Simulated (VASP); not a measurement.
Si2Ni (f.bd3): single point with PBE+D3(BJ)

The system is Si2Ni (f.bd3).

```
Ni Si
1.0
     0.00000    2.69500    2.69500
     2.69500    0.00000    2.69500
     2.69500    2.69500    0.00000
Ni Si
1 2
Direct
  0.00000 0.00000 0.00000
  0.25000 0.25000 0.25000
  0.75000 0.75000 0.75000
```

```json
{
 "Program": "VASP 6.6.1",
 "Task": "single point",
 "Functional": "PBE",
 "Dispersion": "D3(BJ)",
 "Potentials or basis": "VASP PAW PBE potentials, release 64 (Ni, Si)",
 "Cutoff": "600 eV",
 "k mesh": "6 × 6 × 6",
 "Occupations": "gaussian, width 0.1 eV",
 "Spin": "no spin polarisation"
}
```

The pressure is -0.4 GPa. The band gap on the k mesh is zero (band 9 reaches 12.31 eV, above the bottom of band 10 at 10.20 eV) and the dispersion energy per atom is -0.449 eV.

Levels at points of the mesh, in eV from the Fermi level:
| k point | band 7 | band 8 | band 9 | band 10 | band 11 | band 12 |
| --- | --- | --- | --- | --- | --- | --- |
| (0.00, 0.00, 0.00) | -0.29 | 1.66 | 1.66 | 1.66 | 2.20 | 2.20 |
| (0.50, 0.00, 0.00) | -3.41 | -1.53 | -1.53 | 1.74 | 1.76 | 1.76 |
| (0.50, 0.50, 0.00) | -3.69 | -3.53 | -3.19 | -0.45 | 1.34 | 7.66 |

Run time: 12 s on 1 thread of Intel(R) Xeon(R) 6975P-C (Granite Rapids) (shared host), peak memory 0.17 GiB.

Caveat: pairwise dispersion overbinds metals, which lowers pressure and volume. Spin polarisation is off, so any magnetic state and its effect on volume and gap are missing.
